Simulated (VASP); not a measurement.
A run of VASP 6.6.1:

File INCAR:

```
ALGO = Normal
EDIFF = 1E-6
EDIFFG = -0.01
ENCUT = 600
GGA = PE
IBRION = 2
ISIF = 3
ISMEAR = 0
LASPH = T
LCHARG = F
LREAL = F
LWAVE = F
NELM = 80
NSW = 100
PREC = Accurate
SIGMA = 0.02
```

The input KPOINTS:

```
k-points
0
Gamma
  8 8 8
```

Contents of POSCAR:

```
Cl
1.0
    2.2115945010     -4.6049353013      0.0000000000
    2.2115945010      4.6049353013      0.0000000000
    0.0000000000      0.0000000000      3.9598635337
Cl
2
Direct
    0.6091962601      0.3908037399      0.0000000000
    0.3908037399      0.6091962601      0.0000000000
```

Potentials or basis: VASP PAW PBE potentials, release 64 (Cl).

Command:

```console
$ cat potpaw_PBE.64/Cl/POTCAR > POTCAR
$ mpirun -np 1 vasp_std > vasp.out
```

Hardware: 1 thread of Intel(R) Xeon(R) Platinum 8488C (Sapphire Rapids), on a shared host.

Q: Estimate the wall time of this run.

A: Wall time 9.4 min on 1 thread of Intel(R) Xeon(R) Platinum 8488C (Sapphire Rapids) (shared host), peak memory 0.28 GiB. Counts: scf iterations 91, k points 105, ion steps 12.
